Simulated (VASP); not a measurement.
# Ga7AuN8 (P3m1) in VASP: single point with PBEsol+U

Aim: the single point of Ga7AuN8 with PBEsol+U.

All numbers are computed with VASP 6.6.1; they aren't measurements. Logs are shortened: lines on timing, memory, paths and dates and some standing lists are left out, and cuts for length are marked.

## (1) The cell of the first run

It takes space group P3m1 (No. 156, trigonal). Conventional cell: a = 6.380 Å, b = 6.380 Å, c = 5.189 Å, α = 90.00°, β = 90.00°, γ = 120.00°. Au (site symmetry 3m) has 4 N at 2.14 to 2.25 Å within 2.8 Å. Within 2.5 Å of Ga (site symmetry m) lie 4 N at 1.90 to 1.94 Å. Ga (site symmetry m) has 4 N at 1.92 to 1.94 Å within 2.5 Å. Ga (site symmetry 3m) has 4 N at 1.94 Å within 2.6 Å. N (site symmetry 3m) has 3 Ga at 1.92 Å and 1 Au at 2.25 Å within 2.5 Å. Within 2.5 Å of N (site symmetry m) lie 4 Ga at 1.92 to 1.94 Å. N (site symmetry m) has 3 Ga at 1.90 to 1.92 Å and 1 Au at 2.14 Å within 2.5 Å. N (site symmetry 3m) has 4 Ga at 1.94 Å within 2.6 Å.

## (2) Single point, PBEsol+U

Contents of INCAR:

```
ALGO = Normal ; EDIFF = 1E-6
ENCUT = 520 ; GGA = PS
ISIF = 2 ; ISMEAR = 0
LASPH = T ; LCHARG = F
LDAU = T ; LDAUJ = 0 0 0
LDAUL = 2 -1 -1 ; LDAUPRINT = 1
LDAUTYPE = 2 ; LDAUU = 3 0 0
LMAXMIX = 4 ; LREAL = Auto
LWAVE = F ; NBANDS = 85
NELM = 150 ; PREC = Accurate
SIGMA = 0.05
```

Contents of KPOINTS:

```
k-points
0
Gamma
  3 3 3
```

Contents of POSCAR:

```
Ga7AuN8
1.0
    6.3800000000      0.0000000000      0.0000000000
   -3.1900000000      5.5252421000      0.0000000000
    0.0000000000      0.0000000000      5.1890000000
Au Ga N
1 7 8
Direct
    0.3343295375      0.1673670073      0.9901452220
    0.3391355318      0.6697699048      0.0036446351
    0.8319457930      0.1625875924      0.0036434754
    0.8319431499      0.6697656692      0.0036457132
    0.1641829640      0.3375352046      0.4975315836
    0.1641827554      0.8270539138      0.4975311826
    0.6746595570      0.3375329892      0.4975355965
    0.6676778345      0.8340421288      0.4997380446
    0.3343406760      0.1673733199      0.4228965157
    0.3371290404      0.6687669252      0.3737496566
    0.8329505174      0.1645913893      0.3737498884
    0.8329485941      0.6687650751      0.3737509910
    0.1495012544      0.3522172612      0.8661866202
    0.1495003529      0.7976922050      0.8661887725
    0.7040107665      0.3522101354      0.8661918367
    0.6676773822      0.8340432767      0.8741330149
```

Potentials or basis: VASP PAW PBE potentials, release 64 (Au, Ga_d, N).

Started as:

```bash
$ cat potpaw_PBE.64/Au/POTCAR potpaw_PBE.64/Ga_d/POTCAR potpaw_PBE.64/N/POTCAR > POTCAR
$ mpirun -np 1 vasp_std > vasp.out
```

OUTCAR:

```text
EDIFF = 1E-6
   ENCUT = 520
   GGA = PS
   ISIF = 2
   ISMEAR = 0
   LASPH = T
   LREAL = Auto
   NELM = 150
   PREC = Accurate

 ion  position               nearest neighbor table
   1  0.334  0.167  0.990-  14 2.14  13 2.14  15 2.14   9 2.25   6 3.17   5 3.17   7 3.17   4 3.19
                             3 3.19   2 3.19   2 3.19   3 3.19   4 3.19   6 3.24   5 3.24   7 3.24
   2  0.339  0.670  0.004-  13 1.90  14 1.90  10 1.92  16 1.94   1 3.19   1 3.19
   3  0.832  0.163  0.004-  15 1.90  13 1.90  11 1.92  16 1.94   1 3.19   1 3.19
   4  0.832  0.670  0.004-  15 1.90  14 1.90  12 1.92  16 1.94   1 3.19   1 3.19
   5  0.164  0.338  0.498-   9 1.92  13 1.92  10 1.94  11 1.94   1 3.17   1 3.24
   6  0.164  0.827  0.498-   9 1.92  14 1.92  10 1.94  12 1.94   1 3.17   1 3.24
   7  0.675  0.338  0.498-   9 1.92  15 1.92  12 1.94  11 1.94   1 3.17   1 3.24
   8  0.668  0.834  0.500-  12 1.94  10 1.94  11 1.94  16 1.94
   9  0.334  0.167  0.423-   6 1.92   5 1.92   7 1.92   1 2.25
  10  0.337  0.669  0.374-   2 1.92   8 1.94   5 1.94   6 1.94
  11  0.833  0.165  0.374-   3 1.92   8 1.94   5 1.94   7 1.94
  12  0.833  0.669  0.374-   4 1.92   8 1.94   7 1.94   6 1.94
  13  0.150  0.352  0.866-   2 1.90   3 1.90   5 1.92   1 2.14
  14  0.150  0.798  0.866-   4 1.90   2 1.90   6 1.92   1 2.14
  15  0.704  0.352  0.866-   4 1.90   3 1.90   7 1.92   1 2.14
  16  0.668  0.834  0.874-   2 1.94   4 1.94   3 1.94   8 1.94

  LATTYP: Found a hexagonal cell.
 ALAT       =     6.3800000000
 C/A-ratio  =     0.8133228840

  Lattice vectors:

 A1 = (   6.3800000000,   0.0000000000,   0.0000000000)
 A2 = (  -3.1900000000,   5.5252421000,   0.0000000000)
 A3 = (   0.0000000000,   0.0000000000,   5.1890000000)

Analysis of symmetry for initial positions (statically):
=====================================================================
 Subroutine PRICEL returns:
 Original cell was already a primitive cell.

 Routine SETGRP: Setting up the symmetry group for a
 hexagonal supercell.

 Subroutine GETGRP returns: Found  2 space group operations
 (whereof  1 operations were pure point group operations)
 out of a pool of 24 trial point group operations.

[... 191 lines left out ...]
 occupancies and eigenvectors

  o =  0.8552  v = -0.7211  0.2768 -0.0000  0.4797 -0.4161  0.0000  0.0000  0.0000  0.0000  0.0000      0.0000  0.0000  0.0000  0.0000  0.0000  0.0000  0.0000  0.0000  0.0000  0.0000
  o =  0.8552  v =  0.0000  0.0000  0.0000  0.0000  0.0000 -0.7211  0.2768 -0.0000  0.4797 -0.4161      0.0000  0.0000  0.0000  0.0000  0.0000  0.0000  0.0000  0.0000  0.0000  0.0000
  o =  0.8552  v = -0.4161 -0.4798 -0.0000  0.2769  0.7211  0.0000  0.0000  0.0000  0.0000  0.0000      0.0000  0.0000  0.0000  0.0000  0.0000  0.0000  0.0000  0.0000  0.0000  0.0000
  o =  0.8552  v =  0.0000  0.0000  0.0000  0.0000  0.0000 -0.4161 -0.4798 -0.0000  0.2769  0.7211      0.0000  0.0000  0.0000  0.0000  0.0000  0.0000  0.0000  0.0000  0.0000  0.0000
  o =  0.8761  v =  0.0000  0.0000  1.0000  0.0001  0.0000  0.0000  0.0000  0.0000  0.0000  0.0000      0.0000  0.0000  0.0000  0.0000  0.0000  0.0000  0.0000  0.0000  0.0000  0.0000
  o =  0.8761  v =  0.0000  0.0000  0.0000  0.0000  0.0000  0.0000  0.0000  1.0000  0.0001  0.0000      0.0000  0.0000  0.0000  0.0000  0.0000  0.0000  0.0000  0.0000  0.0000  0.0000
  o =  0.9269  v =  0.0000  0.0000  0.0000  0.0000  0.0000 -0.4817 -0.4109  0.0001 -0.7241 -0.2734      0.0000  0.0000  0.0000  0.0000  0.0000  0.0000  0.0000  0.0000  0.0000  0.0000
  o =  0.9269  v = -0.4817 -0.4109  0.0001 -0.7241 -0.2734  0.0000  0.0000  0.0000  0.0000  0.0000      0.0000  0.0000  0.0000  0.0000  0.0000  0.0000  0.0000  0.0000  0.0000  0.0000
  o =  0.9269  v =  0.0000  0.0000  0.0000  0.0000  0.0000 -0.2734  0.7241 -0.0000 -0.4109  0.4818      0.0000  0.0000  0.0000  0.0000  0.0000  0.0000  0.0000  0.0000  0.0000  0.0000
  o =  0.9269  v = -0.2734  0.7241 -0.0000 -0.4109  0.4818  0.0000  0.0000  0.0000  0.0000  0.0000      0.0000  0.0000  0.0000  0.0000  0.0000  0.0000  0.0000  0.0000  0.0000  0.0000

 number of electron     142.0000008 magnetization

 Free energy of the ion-electron system (eV)
  ---------------------------------------------------
  ext. energy  EPLUGINS =         0.00000000
  ---------------------------------------------------
  free energy    TOTEN  =       -98.18099242 eV

  energy without entropy =      -98.15571575  energy(sigma->0) =      -98.16835409

 E-fermi :   6.2003     XC(G=0): -12.0305

 val. band max:        6.1874437683   @ k =   0.0000   0.3333   0.3333
 cond. band min:       6.2044088293   @ k =   0.0000   0.3333   0.3333
 fundamental gap:      0.0169650609
 Fermi energy:         6.2003405632

 k-point     1 :       0.0000    0.0000    0.0000
  band No.  band energies     occupation
      1     -10.6276      2.00000
      2      -9.6565      2.00000
      3      -9.6564      2.00000
      4      -9.6502      2.00000
      5      -9.6049      2.00000
      6      -9.4149      2.00000
[... 849 lines left out ...]
     82      12.8094      0.00000
     83      12.9010      0.00000
 [bands above 83 left out]

------------------------ aborting loop because EDIFF is reached ----------------------------------------

  FORCE on cell =-STRESS in cart. coord.  units (eV):
  Direction    XX          YY          ZZ          XY          YZ          ZX
  --------------------------------------------------------------------------------------
  -------------------------------------------------------------------------------------
  Total        6.0078895      6.0105187      7.9903999     -0.0022769      0.0016577      0.0028710
  in kB       52.6231523     52.6461813     69.9879759     -0.0199433      0.0145195      0.0251469
  external PRESSURE =      58.4191031 kB  Pullay stress =       0.0000000 kB

 VOLUME and BASIS-vectors are now :
 -----------------------------------------------------------------------------
  energy-cutoff  :      520.00
  volume of cell :      182.92
      direct lattice vectors                 reciprocal lattice vectors
     6.380000000  0.000000000  0.000000000     0.156739812  0.090493772  0.000000000
    -3.190000000  5.525242100  0.000000000     0.000000000  0.180987544  0.000000000
     0.000000000  0.000000000  5.189000000     0.000000000  0.000000000  0.192715359

 POSITION                                       TOTAL-FORCE (eV/Angst)
 -----------------------------------------------------------------------------------
      1.59912      0.92474      5.13786        -0.001521     -0.000878      0.024670
      0.02712      3.70064      0.01891        -0.009992     -0.005769      0.016440
      4.78916      0.89834      0.01891         0.001043      0.012735      0.016142
      3.17124      3.70062      0.01892         0.011550     -0.005465      0.016142
     -0.02925      1.86496      2.58169         0.068869     -0.039666     -0.014214
     -1.59082      4.56967      2.58169         0.000083      0.079475     -0.014214
[... 8 lines left out ...]
      3.36804      1.94605      4.49467        -0.234509     -0.135394      0.052853
      1.59918      4.60829      4.53588         0.000144      0.000083     -0.000032
 -----------------------------------------------------------------------------------
    total drift:                                0.029863     -0.049034      0.010305

  FREE ENERGIE OF THE ION-ELECTRON SYSTEM (eV)
  ---------------------------------------------------
  free  energy   TOTEN  =       -98.1809924225 eV

  energy  without entropy=      -98.1557157482  energy(sigma->0) =      -98.16835409
```

OSZICAR:

```text
N       E                     dE             d eps       ncg     rms          rms(c)
DAV:   1     0.212486002968E+04    0.21249E+04   -0.58348E+04  1864   0.303E+03
DAV:   2     0.431707160741E+03   -0.16932E+04   -0.16014E+04  1700   0.887E+02
DAV:   3    -0.547811610807E+02   -0.48649E+03   -0.46226E+03  2065   0.290E+02
[... 12 lines left out ...]
DAV:  16    -0.981810275226E+02   -0.55971E-04   -0.40758E-04  2064   0.248E-01    0.102E-01
DAV:  17    -0.981810183106E+02    0.92120E-05   -0.43408E-05  2752   0.202E-01    0.959E-02
DAV:  18    -0.981809904618E+02    0.27849E-04   -0.89486E-05  2624   0.724E-02    0.122E-02
DAV:  19    -0.981809922646E+02   -0.18028E-05   -0.31959E-05  2040   0.811E-02    0.704E-03
DAV:  20    -0.981809924225E+02   -0.15791E-06   -0.39667E-06  1536   0.205E-02
   1 F= -.98180992E+02 E0= -.98168354E+02  d E =-.252767E-01
```

It took 7.8 min on 1 thread of Intel Xeon Platinum 8259CL at 2.50GHz (Skylake/Cascade Lake), shared host; peak memory 0.37 GiB.

Results:

- Free energy: -98.1810 eV
- Pressure: 5.8 GPa
- Largest force: 0.276 eV/Å
- Band gap on the k mesh: zero (bands 71 and 72 overlap by 0.58 eV)

Forces on the atoms (eV/Å):
```
Au  -0.002 -0.001  0.025
Ga  -0.010 -0.006  0.016
Ga   0.001  0.013  0.016
Ga   0.012 -0.005  0.016
Ga   0.069 -0.040 -0.014
Ga   0.000  0.079 -0.014
Ga  -0.069 -0.040 -0.015
Ga  -0.001  0.000 -0.011
N    0.000  0.000 -0.144
N    0.002  0.001 -0.011
N    0.000 -0.002 -0.012
N   -0.002  0.001 -0.012
N    0.235 -0.136  0.053
N    0.000  0.271  0.053
N   -0.235 -0.135  0.053
N    0.000  0.000  0.000
```

Stress tensor (GPa, compression positive):
```
5.26 0.00 0.00
0.00 5.26 0.00
0.00 0.00 7.00
```

Eigenvalues of the final occupation matrices:
```
    site  spin  trace               eigenvalues
site 1 d     1   4.44  0.86 0.86 0.88 0.93 0.93
site 1 d     2   4.44  0.86 0.86 0.88 0.93 0.93
```

Caveat: the k points lie up to 0.40 Å⁻¹ apart, too coarse for converged energies and pressures of a metal; the PAW data sets were made with another functional, which shifts forces and pressure a little; spin-orbit coupling is left out, which moves the levels of the heavy elements; U without spin polarisation on a metal has little footing.
